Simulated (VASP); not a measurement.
# P (R-3m) in VASP: further runs

P is run at these levels: r2SCAN+D3(BJ); tasks: single point.

Everything below comes from runs of VASP 6.6.1. Logs are shortened: lines on timing, memory, paths and dates and some standing lists are left out, and cuts for length are marked.

**1. The cell of the first run**

The structure is trigonal, space group R-3m (No. 166). Conventional cell: a = 3.393 Å, b = 3.393 Å, c = 8.554 Å, α = 90.00°, β = 90.00°, γ = 120.00°. P (site symmetry 3m) has 6 P at 2.28 to 2.58 Å within 3.0 Å.

**2. Single point, r2SCAN+D3(BJ) (14.21 Å³/atom)**

POSCAR reads:

```
P
1.0
    1.6965053932      0.9794778454      2.8513093245
   -1.6965053932      0.9794778454      2.8513093245
    0.0000000000     -1.9589556909      2.8513093245
P
2
Direct
    0.2352359406      0.2352359406      0.2352359406
    0.7647640594      0.7647640594      0.7647640594
```

INCAR.step1 reads:

```
  PREC = Accurate
  ENCUT = 520
  ISMEAR = 0
  SIGMA = 0.05
  LREAL = False
  LASPH = True
  NELM = 100
  NBANDS = 12
  GGA = PE
  ALGO = Normal
  EDIFF = 1E-4
  LWAVE = True
  LCHARG = False
```

INCAR.step2 reads:

```
  PREC = Accurate
  ENCUT = 520
  EDIFF = 1E-6
  ISMEAR = 0
  SIGMA = 0.05
  LREAL = False
  LASPH = True
  NELM = 100
  ALGO = Normal
  ISIF = 2
  LWAVE = False
  LCHARG = True
  METAGGA = R2SCAN
  LMIXTAU = True
  IVDW = 12
  VDW_S6 = 1.0
  VDW_S8 = 0.78981345
  VDW_A1 = 0.49484001
  VDW_A2 = 5.73083694
  LELF = True
  LVHAR = True
  NBANDS = 12
  ISTART = 1
```

KPOINTS reads:

```
Automatic mesh
0
Gamma
  16 16 16
```

Potentials or basis: VASP PAW PBE potentials, release 64 (P).

Started as:

```bash
$ cat potpaw_PBE.64/P/POTCAR > POTCAR
$ cp INCAR.step1 INCAR
$ mpirun -np 1 vasp_std > vasp.out
$ cp INCAR.step2 INCAR
$ mpirun -np 1 vasp_std > vasp.out
```

OUTCAR:

```text
PREC = Accurate
   ENCUT = 520
   EDIFF = 1E-6
   ISMEAR = 0
   LREAL = False
   LASPH = True
   NELM = 100
   ISIF = 2
   METAGGA = R2SCAN
   IVDW = 12
   ISTART = 1
 IVDW          = 12

 ion  position               nearest neighbor table
   1  0.235  0.235  0.235-   2 2.28   2 2.28   2 2.28   2 2.58   2 2.58   2 2.58
   2  0.765  0.765  0.765-   1 2.28   1 2.28   1 2.28   1 2.58   1 2.58   1 2.58

  LATTYP: Found a trigonal (rhomboedric) cell.
 ALAT       =     3.4594034548
 COS(alpha) =     0.5190077761

  Lattice vectors:

 A1 = (   1.6965053932,   0.9794778454,   2.8513093245)
 A2 = (  -1.6965053932,   0.9794778454,   2.8513093245)
 A3 = (   0.0000000000,  -1.9589556909,   2.8513093245)

Analysis of symmetry for initial positions (statically):
=====================================================================
 Subroutine PRICEL returns:
 Original cell was already a primitive cell.

 Routine SETGRP: Setting up the symmetry group for a
 trigonal (rhombohedral) supercell.

 Subroutine GETGRP returns: Found 12 space group operations
 (whereof 12 operations were pure point group operations)
 out of a pool of 12 trial point group operations.

The static configuration has the point symmetry D_3d.

Analysis of symmetry for dynamics (positions and initial velocities):
=====================================================================
 Subroutine PRICEL returns:
 Original cell was already a primitive cell.

 Routine SETGRP: Setting up the symmetry group for a
 trigonal (rhombohedral) supercell.

 Subroutine GETGRP returns: Found 12 space group operations
 (whereof 12 operations were pure point group operations)
 out of a pool of 12 trial point group operations.

The dynamic configuration has the point symmetry D_3d.

 Subroutine INISYM returns: Found 12 space group operations
 (whereof 12 operations are pure point group operations),
 and found     1 'primitive' translations

----------------------------------------------------------------------------------------

                                     Primitive cell

  volume of cell :      28.4279

  direct lattice vectors                    reciprocal lattice vectors
     1.696505393  0.979477845  2.851309324     0.294723496  0.170158690  0.116905357
    -1.696505393  0.979477845  2.851309324    -0.294723496  0.170158690  0.116905357
     0.000000000 -1.958955691  2.851309324     0.000000000 -0.340317379  0.116905357

  length of vectors
[... 91 lines left out ...]
   TEBEG  =    0.0;   TEEND  =   0.0 temperature during run
   PSTRESS=    0.0 pullay stress
   NELECT =      10.0000    total number of electrons
   NUPDOWN=      -1.0000    fix difference up-down
   EMIN   =  10.00;   EMAX   =-10.00  energy-range for DOS
   EFERMI =   0.00;   METHOD = LEGACY
   ISMEAR =     0;   SIGMA  =   0.05  broadening in eV -4-tet -1-fermi 0-gaus
   EFERMI_NEDOS =   21; number of points for ismear=-14 and -15
   IALGO  =     38    algorithm
   IMIX   =      4    mixing-type and parameters
     AMIX     =   0.40;   BMIX     =  1.00
     AMIX_MAG =   1.60;   BMIX_MAG =  1.00
  volume/ion in A,a.u.               =      14.21        95.92
  Fermi-wavevector in a.u.,A,eV,Ry     =   1.155650  2.183862 18.170949  1.335527
  Thomas-Fermi vector in A             =   2.292277
   LORBIT       =      0    0 simple, 1 ext, 2 COOP (PROOUT), +10 PAW based schemes
   METAGGA = R2SCAN    functional components
   LHFCALC =     F    Hartree Fock is set to
   AEXX    =    0.0000 exact exchange contribution
   IVDW    =    12    specifies the selected vdW correction
   LEPSILON=     F    determine dielectric tensor
   LRPA    =     F    only Hartree local field effects (RPA)
 non-spin polarized calculation
 Gauss-broadening in eV      SIGMA  =   0.05
  energy-cutoff  :      520.00
  volume of cell :       28.43
 maximum number of plane-waves:       778
 NGX is ok and might be reduce to    28
   NGX = 13   NGY = 13   NGZ = 13

 number of electron       9.9999999 magnetization

 Free energy of the ion-electron system (eV)
  ---------------------------------------------------
  ext. energy  EPLUGINS =         0.00000000
  ---------------------------------------------------
  free energy    TOTEN  =       -17.68786365 eV

  energy without entropy =      -17.68741514  energy(sigma->0) =      -17.68763939

 E-fermi :  10.4786     XC(G=0): -11.9489

 val. band max:       10.4559399475   @ k =   0.3750   0.0625   0.0625
 cond. band min:      10.4853898158   @ k =   0.3750   0.1875   0.1875
 fundamental gap:      0.0294498683
 Fermi energy:        10.4785818757

 k-point     1 :       0.0000    0.0000    0.0000
  band No.  band energies     occupation
      1      -7.7219      2.00000
      2       7.4382      2.00000
      3       7.4382      2.00000
      4       7.4953      2.00000
      5       8.7634      2.00000
      6      13.2035      0.00000
      7      14.1838      0.00000
      8      14.1838      0.00000
      9      16.2704      0.00000
     10      16.2704      0.00000
     11      17.3423      0.00000
     12      17.4767      0.00000
[... 331 lines left out ...]
 k-point    24 :      -0.0625    0.0625    0.0000
  band No.  band energies     occupation
      1      -7.5280      2.00000
      2       5.8093      2.00000
      3       7.0132      2.00000
      4       7.6477      2.00000
      5       9.7876      2.00000
      6      13.2841      0.00000
      7      13.8716      0.00000
      8      14.2121      0.00000
      9      15.2468      0.00000
     10      15.6594      0.00000
     11      16.8675      0.00000
     12      18.5721      0.00000

 [... further k-points ...]

------------------------ aborting loop because EDIFF is reached ----------------------------------------

 Edisp (eV)   -0.46509

 E8    (eV) :    -0.1323

  FORCE on cell =-STRESS in cart. coord.  units (eV):
  Direction    XX          YY          ZZ          XY          YZ          ZX
  --------------------------------------------------------------------------------------
  -------------------------------------------------------------------------------------
  Total       0.85825     0.85825     0.88191     0.00000    -0.00000     0.00000
  in kB      48.37044    48.37044    49.70393     0.00000    -0.00000     0.00000
  external pressure =       48.81 kB  Pullay stress =        0.00 kB

 VOLUME and BASIS-vectors are now :
 -----------------------------------------------------------------------------
  energy-cutoff  :      520.00
  volume of cell :       28.43
      direct lattice vectors                 reciprocal lattice vectors
     1.696505393  0.979477845  2.851309324     0.294723496  0.170158690  0.116905357
    -1.696505393  0.979477845  2.851309324    -0.294723496  0.170158690  0.116905357
     0.000000000 -1.958955691  2.851309324     0.000000000 -0.340317379  0.116905357

 POSITION                                       TOTAL-FORCE (eV/Angst)
 -----------------------------------------------------------------------------------
      0.00000     -0.00000      2.01219         0.000000      0.000000     -0.087269
      0.00000     -0.00000      6.54174         0.000000     -0.000000      0.087269
 -----------------------------------------------------------------------------------
    total drift:                               -0.000000      0.000000     -0.000000

  FREE ENERGIE OF THE ION-ELECTRON SYSTEM (eV)
  ---------------------------------------------------
  free  energy   TOTEN  =       -18.1529493415 eV

  energy  without entropy=      -18.1525008347  energy(sigma->0) =      -18.15272509
```

OUTCAR.step1:

```text
PREC = Accurate
   ENCUT = 520
   ISMEAR = 0
   LREAL = False
   LASPH = True
[... 585 lines left out ...]
      0.00000     -0.00000      2.01219         0.000000     -0.000000      0.132389
      0.00000     -0.00000      6.54174         0.000000      0.000000     -0.132389
 -----------------------------------------------------------------------------------
    total drift:                               -0.000000      0.000000     -0.000000

  FREE ENERGIE OF THE ION-ELECTRON SYSTEM (eV)
  ---------------------------------------------------
  free  energy   TOTEN  =       -10.5620386662 eV

  energy  without entropy=      -10.5615157943  energy(sigma->0) =      -10.56177723
```

Wall time 9.9 min (1 thread of Oxide Virtual Turin-like, shared host); peak memory 0.21 GiB.

What came out:

```yaml
Free_energy: -18.1529 eV
Pressure: 4.9 GPa
Largest_force: 0.087 eV/Å
Band_gap_on_the_k_mesh: zero (bands 5 and 6 overlap by 1.95 eV)
Dispersion_energy_per_atom: -0.233 eV
```

Forces on the atoms (eV/Å):
```
P    0.000  0.000 -0.087
P    0.000  0.000  0.087
```

Stress tensor (GPa, compression positive):
```
4.84 0.00 0.00
0.00 4.84 0.00
0.00 0.00 4.97
```

Caveat: the cell stands under pressure; the PAW data sets were made with another functional, which shifts forces and pressure a little.

[end of part 1 of 2]

The gap in the log of VASP goes by the Fermi energy; the results here count the filled bands.